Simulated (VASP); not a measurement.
TaMn2N3, 6 atoms in the cell. The structure is hexagonal, space group P6/mmm (No. 191). The conventional cell has a = 4.804 Å, b = 4.804 Å, c = 2.764 Å, α = 90.00°, β = 90.00°, γ = 120.00°. Ta (site symmetry 6/mmm) has 6 N at 2.40 Å and 2 Ta at 2.76 Å and 12 Mn at 3.10 Å within 3.2 Å. Mn (site symmetry -6m2) has 6 N at 1.96 Å within 2.6 Å. Within 2.6 Å of N (site symmetry mmm) lie 4 Mn at 1.96 Å and 4 N at 2.40 Å and 2 Ta at 2.40 Å. 

```yaml
Program: VASP 6.6.1
Task: single point
Functional: PBE
Potentials_or_basis: VASP PAW PBE potentials, release 64 (Ta_pv, Mn_pv, N)
Cutoff: 520 eV
k_mesh: 12 × 12 × 14
Occupations: gaussian, width 0.1 eV
Spin: no spin polarisation
Dipole_correction: no
Further_INCAR_settings: ALGO = Normal; EDIFF = 1e-07; NBANDS = 35
```

Potentials or basis: VASP PAW PBE potentials, release 64 (Ta_pv, Mn_pv, N).

Launch:

```bash
$ cat potpaw_PBE.64/Ta_pv/POTCAR potpaw_PBE.64/Mn_pv/POTCAR potpaw_PBE.64/N/POTCAR > POTCAR
$ mpirun -np 1 vasp_std > vasp.out
```

Hardware: 1 thread of Oxide Virtual Turin-like Processor (shared host).

**Question.** How long does it take, and how much memory?

**Answer.** It took 10 min on 1 thread of Oxide Virtual Turin-like Processor, with other jobs on the host, peak memory 0.34 GiB. Counts: scf iterations 17, k points 152.
